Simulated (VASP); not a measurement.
In: relaxation of cell and atoms with PBE

Crystal: In.

```
CELL_PARAMETERS angstrom
-1.42763 1.42763 1.42763
1.42763 -1.42763 1.42763
1.42763 1.42763 -1.42763
ATOMIC_POSITIONS crystal
In 0.00000 0.00000 0.00000
```

This isn't the form of In at room conditions, which is tetragonal.

* Program: VASP 6.6.1
* Task: relaxation of cell and atoms
* Functional: PBE
* Potentials or basis: VASP PAW PBE potentials, release 64 (In_d)
* Cutoff: 600 eV
* k mesh: 19 × 19 × 19
* Occupations: fermi-dirac, width 0.05 eV
* Spin: no spin polarisation
* Target pressure: 280 GPa
* Dipole correction: no
* Further INCAR settings: ALGO = Normal; EDIFF = 1e-06; IBRION = 2; EDIFFG = -0.005; NSW = 32; ISIF = 3

* Relaxed volume: 11.66 Å³/atom
* Relaxed cell: a = 2.474 Å, b = 2.474 Å, c = 2.474 Å, α = 109.47°, β = 109.47°, γ = 109.47°
* Space group after relaxing (to 0.1 Å): Im-3m (No. 229)
* Energy change on relaxing (the run minimises the enthalpy): -29.7 meV/atom
* Ionic steps: 4
* Pressure after relaxing: 280.0 GPa
* Band gap on the k mesh: zero (an odd number of electrons rules out a gap without spin polarisation)

Step by step:
```
step  energy change (eV)  largest force (eV/Å)  pressure (GPa)  volume (Å³)
   1              0.0000                0.0000          280.89        11.64
   2             -0.1890                0.0000          271.98        11.75
   3             -0.0222                0.0000          280.38        11.65
   4             -0.0297                0.0000          279.96        11.66
```

Final structure:
```
In
1.0
    -1.42832    1.42832    1.42832
     1.42832   -1.42832    1.42832
     1.42832    1.42832   -1.42832
In
1
Direct
  0.00000 0.00000 0.00000
```

Levels at points of the mesh, in eV from the Fermi level:
| k point | band 4 | band 5 | band 6 | band 7 | band 8 | band 9 |
| --- | --- | --- | --- | --- | --- | --- |
| (0.00, 0.00, 0.00) | -18.48 | -16.81 | -16.81 | 12.93 | 12.93 | 12.93 |

Run time: 78 s on 1 thread of Intel Xeon 8259CL, on a shared host, peak memory 0.16 GiB.

Caveat: the cell is relaxed towards a set pressure, so the run minimises the enthalpy, not the energy; spin-orbit coupling is left out, which moves the levels of the heavy elements.
